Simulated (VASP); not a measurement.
Crystal: La3Zr.

```xyz
4
Lattice="0.0000 4.1163 4.1163 4.1163 0.0000 4.1163 4.1163 4.1163 0.0000" Properties=species:S:1:pos:R:3 pbc="T T T"
La    6.1744    6.1744    6.1744
La    4.1163    4.1163    4.1163
La    2.0581    2.0581    2.0581
Zr    0.0000    0.0000    0.0000
```

The cell was built from a structure type or drawn by symmetry, and may not be a known phase.

Base run:

| Property | Result |
| --- | --- |
| Program | VASP 6.6.1 |
| Functional | PBE |
| Potentials or basis | VASP PAW PBE potentials, release 64 (La, Zr_sv) |
| Cutoff | 520 eV |
| k mesh | 4 × 4 × 4 |
| Occupations | gaussian, width 0.1 eV |
| Spin | no spin polarisation |

Its results: pressure -2.4 GPa.

Q: The run is repeated on the same cell with these changes: spin from no spin polarisation to collinear spin; further incar settings from ALGO = Normal; EDIFF = 1e-06; NBANDS = 30 to ALGO = Normal; EDIFF = 1e-07; NBANDS = 34. What comes out?

A: Pressure -2.2 GPa; net moment 1.10 μB per cell; site moments La +0.07, -0.04 (each value once); Zr +0.52 μB.
